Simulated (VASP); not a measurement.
# O (Fmmm) in VASP: further runs

The runs below take O through single point, with LDA.

Everything below comes from runs of VASP 6.6.1. Logs are shortened: lines on timing, memory, paths and dates and some standing lists are left out, and cuts for length are marked.

### 1 The cell of the first run

The structure is orthorhombic, space group Fmmm (No. 69). Conventional cell: a = 3.191 Å, b = 3.211 Å, c = 6.744 Å, α = 90.00°, β = 90.00°, γ = 90.00°. Within 1.5 Å of O (site symmetry mm2) lie 1 O at 1.09 Å.

### 2 Single point, LDA

Input file INCAR:

```
SYSTEM = O
PREC = Accurate
ENCUT = 520
EDIFF = 1E-6
ISMEAR = 0
SIGMA = 0.15
LREAL = .FALSE.
LASPH = .TRUE.
NELM = 80
ALGO = Normal
ISIF = 2
LWAVE = .FALSE.
LCHARG = .TRUE.
LELF = .TRUE.
LVHAR = .TRUE.
NBANDS = 13
```

Input file KPOINTS:

```
regular mesh
0
G
  22 22 22
  0 0 0
```

Input file POSCAR:

```
O
1.0
    0.0000000000      1.6056971234      3.3720865828
    1.5953311794      0.0000000000      3.3720865828
    1.5953311794      1.6056971234      0.0000000000
O
2
Direct
    0.0808467867      0.0808467867      0.9191532133
    0.9191532133      0.9191532133      0.0808467867
```

Potentials or basis: VASP PAW LDA potentials, release 64 (O).

Started as:

```sh
> cat potpaw_LDA.64/O/POTCAR > POTCAR
> mpirun -np 1 vasp_std > vasp.out
```

OUTCAR:

```text
SYSTEM = O
   PREC = Accurate
   ENCUT = 520
   EDIFF = 1E-6
   ISMEAR = 0
   LREAL = .FALSE.
   LASPH = .TRUE.
   NELM = 80
   ISIF = 2

 ion  position               nearest neighbor table
   1  0.081  0.081  0.919-   2 1.09
   2  0.919  0.919  0.081-   1 1.09

  LATTYP: Found a face centered orthorhombic cell.
 ALAT       =     3.1906623588
 B/A-ratio  =     1.0064976753
 C/A-ratio  =     2.1137219822

  Lattice vectors:

 A1 = (   0.0000000000,   1.6056971234,   3.3720865828)
 A2 = (   1.5953311794,   0.0000000000,   3.3720865828)
 A3 = (   1.5953311794,   1.6056971234,   0.0000000000)

Analysis of symmetry for initial positions (statically):
=====================================================================
 Subroutine PRICEL returns:
 Original cell was already a primitive cell.

 Routine SETGRP: Setting up the symmetry group for a
 face centered orthorhombic supercell.

 Subroutine GETGRP returns: Found  8 space group operations
 (whereof  8 operations were pure point group operations)
 out of a pool of  8 trial point group operations.

The static configuration has the point symmetry D_2h.

Analysis of symmetry for dynamics (positions and initial velocities):
=====================================================================
 Subroutine PRICEL returns:
 Original cell was already a primitive cell.

 Routine SETGRP: Setting up the symmetry group for a
 face centered orthorhombic supercell.

 Subroutine GETGRP returns: Found  8 space group operations
 (whereof  8 operations were pure point group operations)
 out of a pool of  8 trial point group operations.

The dynamic configuration has the point symmetry D_2h.

 Subroutine INISYM returns: Found  8 space group operations
 (whereof  8 operations are pure point group operations),
 and found     1 'primitive' translations

----------------------------------------------------------------------------------------

                                     Primitive cell

  volume of cell :      17.2760

  direct lattice vectors                    reciprocal lattice vectors
     0.000000000  1.605697123  3.372086583    -0.313414548  0.311391229  0.148276145
     1.595331179  0.000000000  3.372086583     0.313414548 -0.311391229  0.148276145
     1.595331179  1.605697123  0.000000000     0.313414548  0.311391229 -0.148276145

  length of vectors
     3.734866955  3.730422160  2.263480688     0.466024668  0.466024668  0.466024668

  position of ions in fractional coordinates (direct lattice)
     0.080846787  0.080846787  0.919153213
     0.919153213  0.919153213  0.080846787

  ion indices of the primitive-cell ions
   primitive index   ion index
                 1           1
                 2           2

----------------------------------------------------------------------------------------

 KPOINTS: regular mesh

Automatic generation of k-mesh.
 Grid dimensions read from file:
 generate k-points for:   22   22   22

 Generating k-lattice:

  Cartesian coordinates                     Fractional coordinates (reciprocal lattice)
    -0.014246116  0.014154147  0.006739825     0.045454545  0.000000000  0.000000000
     0.014246116 -0.014154147  0.006739825    -0.000000000  0.045454545 -0.000000000
     0.014246116  0.014154147 -0.006739825     0.000000000 -0.000000000  0.045454545

  Length of vectors
     0.021182939  0.021182939  0.021182939

  Shift w.r.t. Gamma in fractional coordinates (k-lattice)
     0.000000000  0.000000000  0.000000000

 Subroutine IBZKPT returns following result:
 ===========================================

 Found   1530 irreducible k-points:

 Following reciprocal coordinates:
            Coordinates               Weight
  0.000000  0.000000  0.000000      1.000000
  0.045455  0.000000  0.000000      8.000000
  0.090909  0.000000  0.000000      8.000000
  0.136364  0.000000  0.000000      8.000000
  0.181818  0.000000 -0.000000      8.000000
  0.227273  0.000000  0.000000      8.000000
[... 16 lines left out ...]
  0.500000  0.045455  0.000000      8.000000
 -0.454545  0.045455 -0.000000      8.000000
 [... further k-points ...]
   k-points           NKPTS =   1530   k-points in BZ     NKDIM =   1530   number of bands    NBANDS=     13
   number of dos      NEDOS =    301   number of ions     NIONS =      2
   total plane-waves  NPLWV =  14112
   dimension x,y,z NGX =    28 NGY =   28 NGZ =   18
   dimension x,y,z NGXF=    56 NGYF=   56 NGZF=   36
   ions per type =               2
   NGX,Y,Z   is equivalent  to a cutoff of  12.46, 12.48, 13.22 a.u.
   NGXF,Y,Z  is equivalent  to a cutoff of  24.93, 24.96, 26.44 a.u.
 SYSTEM =  O
   PREC   = accura    normal or accurate (medium, high low for compatibility)
   ISTART =      0    job   : 0-new  1-cont  2-samecut
   ICHARG =      2    charge: 1-file 2-atom 10-const
   ISPIN  =      1    spin polarized calculation?
   LNONCOLLINEAR =      F non collinear calculations
   LSORBIT =      F    spin-orbit coupling
   LASPH  =      T    aspherical Exc in radial PAW
   ENCUT  =  520.0 eV  38.22 Ry    6.18 a.u.   6.94  6.94  4.21*2*pi/ulx,y,z
   NELM   =     80;   NELMIN=  2; NELMDL= -5     # of ELM steps
   EDIFF  = 0.1E-05   stopping-criterion for ELM
   LREAL  =      F    real-space projection
   EDIFFG = 0.1E-04   stopping-criterion for IOM
   NSW    =      0    number of steps for IOM
   IBRION =     -1    ionic relax: 0-MD 1-quasi-New 2-CG
   NFREE  =      0    steps in history (QN), initial steepest desc. (CG)
   ISIF   =      2    stress and relaxation
   ISYM   =      2    0-nonsym 1-usesym 2-fastsym
   POTIM  = 0.5000    time-step for ionic-motion
   TEBEG  =    0.0;   TEEND  =   0.0 temperature during run
   PSTRESS=    0.0 pullay stress
   NELECT =      12.0000    total number of electrons
   NUPDOWN=      -1.0000    fix difference up-down
   EMIN   =  10.00;   EMAX   =-10.00  energy-range for DOS
   EFERMI =   0.00;   METHOD = LEGACY
   ISMEAR =     0;   SIGMA  =   0.15  broadening in eV -4-tet -1-fermi 0-gaus
   EFERMI_NEDOS =   21; number of points for ismear=-14 and -15
   IALGO  =     38    algorithm
   IMIX   =      4    mixing-type and parameters
     AMIX     =   0.40;   BMIX     =  1.00
     AMIX_MAG =   1.60;   BMIX_MAG =  1.00
  volume/ion in A,a.u.               =       8.64        58.29
  Fermi-wavevector in a.u.,A,eV,Ry     =   1.449843  2.739805 28.600038  2.102043
  Thomas-Fermi vector in A             =   2.567523
   LORBIT       =      0    0 simple, 1 ext, 2 COOP (PROOUT), +10 PAW based schemes
   GGA     = CA    functional components
   LHFCALC =     F    Hartree Fock is set to
   AEXX    =    0.0000 exact exchange contribution
   IVDW    =     0    specifies the selected vdW correction
   LEPSILON=     F    determine dielectric tensor
   LRPA    =     F    only Hartree local field effects (RPA)
 non-spin polarized calculation
 Gauss-broadening in eV      SIGMA  =   0.15
  energy-cutoff  :      520.00
  volume of cell :       17.28
 maximum number of plane-waves:       484
   NGX = 13   NGY = 13   NGZ =  9

 number of electron      12.0000002 magnetization

 Free energy of the ion-electron system (eV)
  ---------------------------------------------------
  ext. energy  EPLUGINS =         0.00000000
  ---------------------------------------------------
  free energy    TOTEN  =       -10.15290129 eV

  energy without entropy =      -10.14433612  energy(sigma->0) =      -10.14861871

 E-fermi :   3.2659     XC(G=0): -11.5096

 val. band max:        3.2655408212   @ k =   0.2727   0.5000   0.0455
 cond. band min:       3.2700027637   @ k =   0.5000   0.2727   0.0455
 fundamental gap:      0.0044619424
 Fermi energy:         3.2658945731

 k-point     1 :       0.0000    0.0000    0.0000
  band No.  band energies     occupation
      1     -28.6289      2.00000
      2     -11.2103      2.00000
      3      -7.8822      2.00000
      4      -4.0864      2.00000
      5      -4.0672      2.00000
      6       4.8953      0.00000
      7       4.9145      0.00000
      8      13.7120      0.00000
      9      16.5425      0.00000
     10      17.5820      0.00000
     11      22.6341      0.00000
     12      24.5108      0.00000
     13      29.0795      0.00000

 k-point     2 :       0.0455    0.0000    0.0000
  band No.  band energies     occupation
      1     -28.6117      2.00000
      2     -11.2018      2.00000
      3      -7.8596      2.00000
      4      -4.1656      2.00000
      5      -4.0668      2.00000
      6       4.8054      0.00000
      7       4.9171      0.00000
      8      13.7997      0.00000
      9      16.5098      0.00000
     10      17.6398      0.00000
     11      22.7125      0.00000
     12      24.5718      0.00000
     13      28.9822      0.00000

 k-point     3 :       0.0909    0.0000    0.0000
  band No.  band energies     occupation
      1     -28.5605      2.00000
      2     -11.1752      2.00000
      3      -7.7998      2.00000
      4      -4.4094      2.00000
      5      -4.0407      2.00000
      6       4.5236      0.00000
      7       4.9498      0.00000
      8      14.0430      0.00000
      9      16.4387      0.00000
     10      17.7944      0.00000
     11      22.9335      0.00000
     12      24.7389      0.00000
     13      28.7143      0.00000
[... 305 lines left out ...]
 k-point    23 :       0.5000    0.0455    0.0000
  band No.  band energies     occupation
      1     -27.7066      2.00000
      2     -10.5405      2.00000
      3      -9.0387      2.00000
      4      -5.3215      2.00000
      5      -3.6181      2.00000
      6       0.8419      2.00000
      7       5.4768      0.00000
      8      14.8905      0.00000
      9      19.4640      0.00000
     10      20.0239      0.00000
     11      21.2496      0.00000
     12      22.9938      0.00000
     13      30.5606      0.00000

 k-point    24 :      -0.4545    0.0455   -0.0000
  band No.  band energies     occupation
      1     -27.6869      2.00000
      2     -10.4772      2.00000
      3      -9.1156      2.00000
      4      -5.3324      2.00000
      5      -3.6059      2.00000
      6       0.7418      2.00000
      7       5.4822      0.00000
      8      15.0050      0.00000
      9      19.3243      0.00000
     10      20.4411      0.00000
     11      21.2444      0.00000
     12      22.6008      0.00000
     13      30.4645      0.00000

 [... further k-points ...]
[... 5 lines left out ...]
  --------------------------------------------------------------------------------------
  -------------------------------------------------------------------------------------
  Total        0.1947668      0.1848941     17.9962118     -0.0000000      0.0000000      0.0000000
  in kB       18.0626836     17.1470894   1668.9698149     -0.0000000      0.0000000      0.0000000
  external PRESSURE =     568.0598626 kB  Pullay stress =       0.0000000 kB

 VOLUME and BASIS-vectors are now :
 -----------------------------------------------------------------------------
  energy-cutoff  :      520.00
  volume of cell :       17.28
      direct lattice vectors                 reciprocal lattice vectors
     0.000000000  1.605697123  3.372086583    -0.313414548  0.311391229  0.148276145
     1.595331179  0.000000000  3.372086583     0.313414548 -0.311391229  0.148276145
     1.595331179  1.605697123  0.000000000     0.313414548  0.311391229 -0.148276145

 POSITION                                       TOTAL-FORCE (eV/Angst)
 -----------------------------------------------------------------------------------
      1.59533      1.60570      0.54524         0.000000      0.000000     16.092958
      1.59533      1.60570      6.19893         0.000000      0.000000    -16.092958
 -----------------------------------------------------------------------------------
    total drift:                               -0.000000     -0.000000     -0.000000

  FREE ENERGIE OF THE ION-ELECTRON SYSTEM (eV)
  ---------------------------------------------------
  free  energy   TOTEN  =       -10.1529012909 eV

  energy  without entropy=      -10.1443361199  energy(sigma->0) =      -10.14861871
```

Run time: 4.3 min. Hardware: 1 thread of Intel Xeon 6975P-C, shared host; peak memory 0.34 GiB.

What came out:

- Free energy: -10.1529 eV
- Pressure: 56.8 GPa
- Largest force: 16.093 eV/Å
- Band gap on the k mesh: zero (band 6 reaches 5.21 eV, above the bottom of band 7 at 1.87 eV)

Forces on the atoms (eV/Å):
```
O     0.000   0.000  16.093
O     0.000   0.000 -16.093
```

Stress tensor (GPa, compression positive):
```
  1.81   0.00   0.00
  0.00   1.71   0.00
  0.00   0.00 166.90
```

Levels at points of the mesh, in eV from the Fermi level:
```tsv
k point	band 2	band 3	band 4	band 5	band 6	band 7	band 8	band 9	band 10	band 11
(0.00, 0.00, 0.00)	-14.48	-11.15	-7.35	-7.33	1.63	1.65	10.45	13.28	14.32	19.37
(0.50, 0.00, 0.00)	-13.75	-12.37	-8.61	-6.87	-2.52	2.22	11.68	16.49	16.79	17.97
(0.50, 0.50, 0.00)	-16.07	-8.70	-7.46	-7.44	1.95	1.96	8.81	9.78	16.74	18.25
(0.50, 0.00, 0.50)	-12.27	-11.34	-11.04	-7.38	-1.86	-0.99	9.49	13.97	17.53	19.14
(0.00, 0.50, 0.50)	-12.29	-11.29	-11.09	-7.36	-1.91	-0.95	9.48	13.94	17.69	19.13
```

Caveat: the standard files for N, O and F lose accuracy on very short bonds; spin is off for a triplet molecule; forces of over 1 eV/Å act on the atoms, so gaps and moduli don't describe the material at rest.

### 3 Single point, LDA

This run uses another cell than the first one, of the same volume but with other edges.

Input file INCAR:

```
SYSTEM = O
ALGO     = Normal         ! electronic algorithm
EDIFF    = 1E-6           ! SCF threshold, eV
ENCUT    = 520            ! plane-wave cutoff, eV
ISIF     = 2              ! what is computed and relaxed
ISMEAR   = 0              ! smearing method
LASPH    = .True.         ! aspherical terms in the spheres
LCHARG   = .False.        ! write CHGCAR
LREAL    = .False.        ! projectors in reciprocal space
LWAVE    = .False.        ! write WAVECAR
NBANDS   = 13             ! bands
NELM     = 60             ! most SCF steps
PREC     = Accurate       ! precision mode
SIGMA    = 0.15           ! smearing width, eV
```

Input file KPOINTS:

```
k-points
0
Gamma
  22 22 22
  0 0 0
```

Input file POSCAR:

```
O
1.0
    0.0000000000      1.5219362693      3.7534708048
    1.5121110625      0.0000000000      3.7534708048
    1.5121110625      1.5219362693      0.0000000000
O
2
Direct
    0.0808467867      0.0808467867      0.9191532133
    0.9191532133      0.9191532133      0.0808467867
```

Potentials or basis: VASP PAW LDA potentials, release 64 (O).

Started as:

```sh
> cat potpaw_LDA.64/O/POTCAR > POTCAR
> mpirun -np 1 vasp_std > vasp.out
```

Wall time 5 min (1 thread of Intel Xeon 6975P-C, shared host); peak memory 0.35 GiB.

It converged, with:

* Free energy: -10.9024 eV
* Pressure: 14.5 GPa
* Largest force: 0.066 eV/Å
* Band gap on the k mesh: zero (band 6 reaches 4.69 eV, above the bottom of band 7 at 0.60 eV)

Forces in eV/Å, atoms in the order of the input:
```
O    0.000  0.000  0.066
O    0.000  0.000 -0.066
```

Stress tensor (GPa, compression positive):
```
21.67  0.00  0.00
 0.00 21.79  0.00
 0.00  0.00  0.04
```

Levels at points of the mesh, in eV from the Fermi level:
| k point | band 3 | band 4 | band 5 | band 6 | band 7 | band 8 | band 9 | band 10 |
| --- | --- | --- | --- | --- | --- | --- | --- | --- |
| (0.00, 0.00, 0.00) | -9.73 | -4.09 | -4.06 | 2.17 | 2.19 | 10.19 | 11.95 | 13.16 |
| (0.50, 0.00, 0.00) | -10.89 | -7.25 | -3.38 | -3.25 | 2.79 | 9.32 | 15.97 | 16.48 |
| (0.50, 0.50, 0.00) | -7.92 | -4.14 | -4.11 | 2.30 | 2.32 | 5.79 | 12.70 | 15.16 |
| (0.50, 0.00, 0.50) | -9.21 | -9.00 | -5.88 | -1.98 | -1.60 | 10.77 | 10.95 | 18.34 |
| (0.00, 0.50, 0.50) | -9.14 | -9.07 | -5.86 | -2.04 | -1.55 | 10.75 | 10.94 | 18.32 |

Caveat: the standard files for N, O and F lose accuracy on very short bonds; spin is off for a triplet molecule.

[end of part 1 of 2]
